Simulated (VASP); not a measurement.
# Ge (Pm-3m) in VASP: a series of runs

The runs below take Ge through single point, with LDA.

Everything below comes from runs of VASP 6.6.1. Logs are shortened: lines on timing, memory, paths and dates and some standing lists are left out, and cuts for length are marked.

## 1. The cell of the first run

Symmetry: Pm-3m, No. 221, cubic system. The conventional cell has a = 1.995 Å, b = 1.995 Å, c = 1.995 Å, α = 90.00°, β = 90.00°, γ = 90.00°. Ge (site symmetry m-3m) has 6 Ge at 2.00 Å within 2.6 Å.

## 2. Single point, LDA (volume scaled by 0.43)

INCAR

```
SYSTEM = Ge
PREC     = Accurate       ! precision mode
ENCUT    = 520            ! plane-wave cutoff, eV
EDIFF    = 1E-7           ! SCF threshold, eV
ISMEAR   = -1             ! smearing method
SIGMA    = 0.08           ! smearing width, eV
LREAL    = .FALSE.        ! projectors in reciprocal space
LASPH    = .TRUE.         ! aspherical terms in the spheres
NELM     = 60             ! most SCF steps
ALGO     = Normal         ! electronic algorithm
ISIF     = 2              ! what is computed and relaxed
LWAVE    = .FALSE.        ! write WAVECAR
LCHARG   = .FALSE.        ! write CHGCAR
NBANDS   = 13             ! bands
```

KPOINTS

```
Automatic mesh
0
G
  15 15 15
  0 0 0
```

POSCAR

```
Ge
1.0
    1.9952814377      0.0000000000      0.0000000000
    0.0000000000      1.9952814377      0.0000000000
    0.0000000000      0.0000000000      1.9952814377
Ge
1
Direct
    0.0000000000      0.0000000000      0.0000000000
```

Potentials or basis: VASP PAW LDA potentials, release 64 (Ge_d).

The run is started by

```
> cat potpaw_LDA.64/Ge_d/POTCAR > POTCAR
> mpirun -np 1 vasp_std > vasp.out
```

OUTCAR:

```text
SYSTEM = Ge
   PREC = Accurate
   ENCUT = 520
   EDIFF = 1E-7
   ISMEAR = -1
   LREAL = .FALSE.
   LASPH = .TRUE.
   NELM = 60
   ISIF = 2

 ion  position               nearest neighbor table
   1  0.000  0.000  0.000-

  LATTYP: Found a simple cubic cell.
 ALAT       =     1.9952814377

  Lattice vectors:

 A1 = (   1.9952814377,   0.0000000000,   0.0000000000)
 A2 = (   0.0000000000,   1.9952814377,   0.0000000000)
 A3 = (   0.0000000000,   0.0000000000,   1.9952814377)

Analysis of symmetry for initial positions (statically):
=====================================================================
 Subroutine PRICEL returns:
 Original cell was already a primitive cell.

 Routine SETGRP: Setting up the symmetry group for a
 simple cubic supercell.

 Subroutine GETGRP returns: Found 48 space group operations
 (whereof 48 operations were pure point group operations)
 out of a pool of 48 trial point group operations.

The static configuration has the point symmetry O_h .

Analysis of symmetry for dynamics (positions and initial velocities):
=====================================================================
 Subroutine PRICEL returns:
 Original cell was already a primitive cell.

 Routine SETGRP: Setting up the symmetry group for a
 simple cubic supercell.

 Subroutine GETGRP returns: Found 48 space group operations
 (whereof 48 operations were pure point group operations)
 out of a pool of 48 trial point group operations.

The dynamic configuration has the point symmetry O_h .

 Subroutine INISYM returns: Found 48 space group operations
 (whereof 48 operations are pure point group operations),
 and found     1 'primitive' translations

----------------------------------------------------------------------------------------

                                     Primitive cell

  volume of cell :       7.9435

  direct lattice vectors                    reciprocal lattice vectors
     1.995281438  0.000000000  0.000000000     0.501182430  0.000000000  0.000000000
     0.000000000  1.995281438  0.000000000     0.000000000  0.501182430  0.000000000
     0.000000000  0.000000000  1.995281438     0.000000000  0.000000000  0.501182430

  length of vectors
     1.995281438  1.995281438  1.995281438     0.501182430  0.501182430  0.501182430

  position of ions in fractional coordinates (direct lattice)
     0.000000000  0.000000000  0.000000000

  ion indices of the primitive-cell ions
   primitive index   ion index
                 1           1

----------------------------------------------------------------------------------------

 KPOINTS: Automatic mesh

Automatic generation of k-mesh.
 Grid dimensions read from file:
 generate k-points for:   15   15   15

 Generating k-lattice:

  Cartesian coordinates                     Fractional coordinates (reciprocal lattice)
     0.033412162  0.000000000  0.000000000     0.066666667  0.000000000  0.000000000
     0.000000000  0.033412162  0.000000000     0.000000000  0.066666667  0.000000000
     0.000000000  0.000000000  0.033412162     0.000000000  0.000000000  0.066666667

  Length of vectors
     0.033412162  0.033412162  0.033412162

  Shift w.r.t. Gamma in fractional coordinates (k-lattice)
     0.000000000  0.000000000  0.000000000

 Subroutine IBZKPT returns following result:
 ===========================================

 Found    120 irreducible k-points:

 Following reciprocal coordinates:
            Coordinates               Weight
  0.000000  0.000000  0.000000      1.000000
  0.066667  0.000000  0.000000      6.000000
  0.133333  0.000000  0.000000      6.000000
  0.200000  0.000000  0.000000      6.000000
  0.266667  0.000000  0.000000      6.000000
  0.333333  0.000000  0.000000      6.000000
[... 16 lines left out ...]
  0.266667  0.200000  0.000000     24.000000
  0.333333  0.200000  0.000000     24.000000
 [... further k-points ...]
   k-points           NKPTS =    120   k-points in BZ     NKDIM =    120   number of bands    NBANDS=     13
   number of dos      NEDOS =    301   number of ions     NIONS =      1
   total plane-waves  NPLWV =   4096
   dimension x,y,z NGX =    16 NGY =   16 NGZ =   16
   dimension x,y,z NGXF=    32 NGYF=   32 NGZF=   32
   ions per type =               1
   NGX,Y,Z   is equivalent  to a cutoff of  13.33, 13.33, 13.33 a.u.
   NGXF,Y,Z  is equivalent  to a cutoff of  26.66, 26.66, 26.66 a.u.
 SYSTEM =  Ge
   PREC   = accura    normal or accurate (medium, high low for compatibility)
   ISTART =      0    job   : 0-new  1-cont  2-samecut
   ICHARG =      2    charge: 1-file 2-atom 10-const
   ISPIN  =      1    spin polarized calculation?
   LNONCOLLINEAR =      F non collinear calculations
   LSORBIT =      F    spin-orbit coupling
   LASPH  =      T    aspherical Exc in radial PAW
   ENCUT  =  520.0 eV  38.22 Ry    6.18 a.u.   3.71  3.71  3.71*2*pi/ulx,y,z
   NELM   =     60;   NELMIN=  2; NELMDL= -5     # of ELM steps
   EDIFF  = 0.1E-06   stopping-criterion for ELM
   LREAL  =      F    real-space projection
   EDIFFG = 0.1E-05   stopping-criterion for IOM
   NSW    =      0    number of steps for IOM
   IBRION =     -1    ionic relax: 0-MD 1-quasi-New 2-CG
   NFREE  =      0    steps in history (QN), initial steepest desc. (CG)
   ISIF   =      2    stress and relaxation
   ISYM   =      2    0-nonsym 1-usesym 2-fastsym
   POTIM  = 0.5000    time-step for ionic-motion
   TEBEG  =    0.0;   TEEND  =   0.0 temperature during run
   PSTRESS=    0.0 pullay stress
   NELECT =      14.0000    total number of electrons
   NUPDOWN=      -1.0000    fix difference up-down
   EMIN   =  10.00;   EMAX   =-10.00  energy-range for DOS
   EFERMI =   0.00;   METHOD = LEGACY
   ISMEAR =    -1;   SIGMA  =   0.08  broadening in eV -4-tet -1-fermi 0-gaus
   EFERMI_NEDOS =   21; number of points for ismear=-14 and -15
   IALGO  =     38    algorithm
   IMIX   =      4    mixing-type and parameters
     AMIX     =   0.40;   BMIX     =  1.00
     AMIX_MAG =   1.60;   BMIX_MAG =  1.00
  volume/ion in A,a.u.               =       7.94        53.61
  Fermi-wavevector in a.u.,A,eV,Ry     =   1.977486  3.736906 53.204897  3.910450
  Thomas-Fermi vector in A             =   2.998545
   LORBIT       =      0    0 simple, 1 ext, 2 COOP (PROOUT), +10 PAW based schemes
   GGA     = CA    functional components
   LHFCALC =     F    Hartree Fock is set to
   AEXX    =    0.0000 exact exchange contribution
   IVDW    =     0    specifies the selected vdW correction
   LEPSILON=     F    determine dielectric tensor
   LRPA    =     F    only Hartree local field effects (RPA)
 non-spin polarized calculation
  energy-cutoff  :      520.00
  volume of cell :        7.94
 maximum number of plane-waves:       223
 NGX is ok and might be reduce to    16
   NGX =  7   NGY =  7   NGZ =  7

 number of electron      13.9999988 magnetization

 Free energy of the ion-electron system (eV)
  ---------------------------------------------------
  ext. energy  EPLUGINS =         0.00000000
  ---------------------------------------------------
  free energy    TOTEN  =         2.38391639 eV

  energy without entropy =        2.38966320  energy(sigma->0) =        2.38678980

 E-fermi :  21.5294     XC(G=0): -16.6865

 val. band max:       21.5279429623   @ k =   0.3333   0.3333   0.0000
 cond. band min:      21.5870326149   @ k =   0.4667   0.4667   0.4667
 fundamental gap:      0.0590896526
 Fermi energy:        21.5293858043

 k-point     1 :       0.0000    0.0000    0.0000
  band No.  band energies     occupation
      1      -7.9598      2.00000
      2      -7.9598      2.00000
      3      -5.5052      2.00000
      4      -5.5052      2.00000
      5      -5.5052      2.00000
      6      -3.4181      2.00000
      7      33.0794      0.00000
      8      33.0794      0.00000
      9      33.0794      0.00000
     10      36.2221      0.00000
     11      36.2221      0.00000
     12      45.4819      0.00000
     13      62.9988      0.00000

 k-point     2 :       0.0667    0.0000    0.0000
  band No.  band energies     occupation
      1      -7.9500      2.00000
      2      -7.8968      2.00000
      3      -5.5365      2.00000
      4      -5.5365      2.00000
      5      -5.5026      2.00000
      6      -3.2427      2.00000
      7      30.1715      0.00000
      8      33.2885      0.00000
      9      33.2885      0.00000
     10      36.3269      0.00000
     11      38.6331      0.00000
     12      46.2971      0.00000
     13      61.2351      0.00000

 k-point     3 :       0.1333    0.0000    0.0000
  band No.  band energies     occupation
      1      -7.9221      2.00000
      2      -7.7243      2.00000
      3      -5.6246      2.00000
      4      -5.6246      2.00000
      5      -5.4952      2.00000
      6      -2.7080      2.00000
      7      26.1185      0.00000
      8      33.9091      0.00000
      9      33.9091      0.00000
     10      36.6441      0.00000
     11      40.8405      0.00000
     12      49.0860      0.00000
     13      57.9910      0.00000
[... 305 lines left out ...]
 k-point    23 :       0.2667    0.2000    0.0000
  band No.  band energies     occupation
      1      -7.5535      2.00000
      2      -6.8072      2.00000
      3      -6.3471      2.00000
      4      -5.8683      2.00000
      5      -5.7064      2.00000
      6       1.1337      2.00000
      7      19.4641      2.00000
      8      25.4592      0.00000
      9      38.1272      0.00000
     10      40.7837      0.00000
     11      42.3250      0.00000
     12      52.7765      0.00000
     13      55.9290      0.00000

 k-point    24 :       0.3333    0.2000    0.0000
  band No.  band energies     occupation
      1      -7.4930      2.00000
      2      -6.5474      2.00000
      3      -6.5187      2.00000
      4      -6.0006      2.00000
      5      -5.6917      2.00000
      6       2.7891      2.00000
      7      16.0834      2.00000
      8      26.7825      0.00000
      9      38.4757      0.00000
     10      39.8190      0.00000
     11      42.3116      0.00000
     12      51.8207      0.00000
     13      53.3459      0.00000

 [... further k-points ...]
[... 5 lines left out ...]
  --------------------------------------------------------------------------------------
  -------------------------------------------------------------------------------------
  Total       24.1835483     24.1835483     24.1835483      0.0000000     -0.0000000      0.0000000
  in kB     4877.7340562   4877.7340562   4877.7340562      0.0000000     -0.0000000      0.0000000
  external PRESSURE =    4877.7340562 kB  Pullay stress =       0.0000000 kB

 VOLUME and BASIS-vectors are now :
 -----------------------------------------------------------------------------
  energy-cutoff  :      520.00
  volume of cell :        7.94
      direct lattice vectors                 reciprocal lattice vectors
     1.995281438  0.000000000  0.000000000     0.501182430  0.000000000  0.000000000
     0.000000000  1.995281438  0.000000000     0.000000000  0.501182430  0.000000000
     0.000000000  0.000000000  1.995281438     0.000000000  0.000000000  0.501182430

 POSITION                                       TOTAL-FORCE (eV/Angst)
 -----------------------------------------------------------------------------------
      0.00000      0.00000      0.00000         0.000000      0.000000      0.000000
 -----------------------------------------------------------------------------------
    total drift:                               -0.000000     -0.000000      0.000000

  FREE ENERGIE OF THE ION-ELECTRON SYSTEM (eV)
  ---------------------------------------------------
  free  energy   TOTEN  =         2.3839163928 eV

  energy  without entropy=        2.3896632039  energy(sigma->0) =        2.38678980
```

Wall time 4.7 s (1 thread of Intel Xeon Platinum 8488C (Sapphire Rapids), shared host); peak memory 0.11 GiB.

What came out:

* Free energy: 2.3839 eV
* Pressure: 487.8 GPa
* Band gap on the k mesh: zero (band 7 reaches 33.08 eV, above the bottom of band 8 at 19.62 eV)

Levels at points of the mesh, in eV from the Fermi level:
```csv
k point,band 5,band 6,band 7,band 8,band 9,band 10
"(0.00, 0.00, 0.00)",-27.03,-24.95,11.55,11.55,11.55,14.69
```

## 3. Single point, LDA (volume scaled by 0.5)

INCAR

```
SYSTEM = Ge
PREC = Accurate
ENCUT = 520
EDIFF = 1E-6
ISMEAR = -1
SIGMA = 0.08
LREAL = .FALSE.
LASPH = .TRUE.
NELM = 80
ALGO = Normal
ISIF = 2
LWAVE = .FALSE.
LCHARG = .TRUE.
GGA = CA
LELF = .TRUE.
LVHAR = .TRUE.
NBANDS = 13
```

KPOINTS

```
regular mesh
0
G
  15 15 15
  0 0 0
```

POSCAR

```
Ge
1.0
    2.0981571430      0.0000000000      0.0000000000
    0.0000000000      2.0981571430      0.0000000000
    0.0000000000      0.0000000000      2.0981571430
Ge
1
Direct
    0.0000000000      0.0000000000      0.0000000000
```

Potentials or basis: VASP PAW LDA potentials, release 64 (Ge_d).

The run is started by

```
> cat potpaw_LDA.64/Ge_d/POTCAR > POTCAR
> mpirun -np 1 vasp_std > vasp.out
```

It took 6 s on 1 thread of Intel Xeon Platinum 8488C (Sapphire Rapids), shared host; peak memory 0.12 GiB.

Results (log left out):

```yaml
Free_energy: -0.6523 eV
Pressure: 284.9 GPa
Band_gap_on_the_k_mesh: zero (band 7 reaches 28.60 eV, above the bottom of band 8 at 15.39 eV)
```

Levels at points of the mesh, in eV from the Fermi level:
| k point | band 4 | band 5 | band 6 | band 7 | band 8 | band 9 | band 10 | band 11 |
| --- | --- | --- | --- | --- | --- | --- | --- | --- |
| (0.00, 0.00, 0.00) | -26.13 | -26.13 | -22.13 | 10.81 | 10.81 | 10.81 | 13.74 | 13.74 |
